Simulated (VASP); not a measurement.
Set up this calculation in VASP 6.6.1, as the native input.

```
Task                   : single point
Functional             : PBE
Potentials or basis    : VASP PAW PBE potentials, release 64 (Ta_pv, V_sv, N)
Cutoff                 : 520 eV
k mesh                 : 9 × 9 × 6
Occupations            : fermi-dirac, width 0.05 eV
Spin                   : collinear spin, ferromagnetic start
Starting moments       : [0.0, 2.0, 0.0, 0.0] μB
Dipole correction      : no
Further INCAR settings : ALGO = Normal; EDIFF = 1e-06; NBANDS = 29
```

The structure of TaVN2 lies in POSCAR:

```
TaVN2
1.0
    3.0086475282      0.0000000000      0.0000000000
    0.0000000000      3.0086475282      0.0000000000
    0.0000000000      0.0000000000      4.2379999906
Ta V N
1 1 2
Direct
    0.0000000000      0.0000000000      0.0000000000
    0.5000000000      0.5000000000      0.5000000000
    0.5000000000      0.5000000000      0.0000000000
    0.0000000000      0.0000000000      0.5000000000
```

One way to write it, as run:

INCAR

```
PREC = Accurate ; ENCUT = 520
EDIFF = 1E-6 ; ISMEAR = -1
SIGMA = 0.05 ; LREAL = False
LASPH = True ; NELM = 150
ALGO = Normal ; ISIF = 2
LWAVE = False ; LCHARG = False
ISPIN = 2 ; MAGMOM = 0 2 0 0
LORBIT = 11 ; LMAXMIX = 4
GGA = PE ; NBANDS = 29
```

KPOINTS

```
Automatic mesh
0
Gamma
  9 9 6
```

Potentials or basis: VASP PAW PBE potentials, release 64 (Ta_pv, V_sv, N).

Run with:

```bash
$ cat potpaw_PBE.64/Ta_pv/POTCAR potpaw_PBE.64/V_sv/POTCAR potpaw_PBE.64/N/POTCAR > POTCAR
$ mpirun -np 1 vasp_std > vasp.out
```

It gave:

```json
{"Pressure": "11.4 GPa", "Band gap on the k mesh": "zero (filled and empty bands overlap)", "Net moment": "0.00 μB per cell", "Valence electrons inside the program's atomic spheres": "Ta 9.05; V 11.62; N 3.81, 3.76"}
```

Caveat: spin-orbit coupling is left out, which moves the levels of the heavy elements.

Wall time 2.6 min on 1 thread of Intel Xeon 6975P-C, with other jobs on the host, peak memory 0.24 GiB.
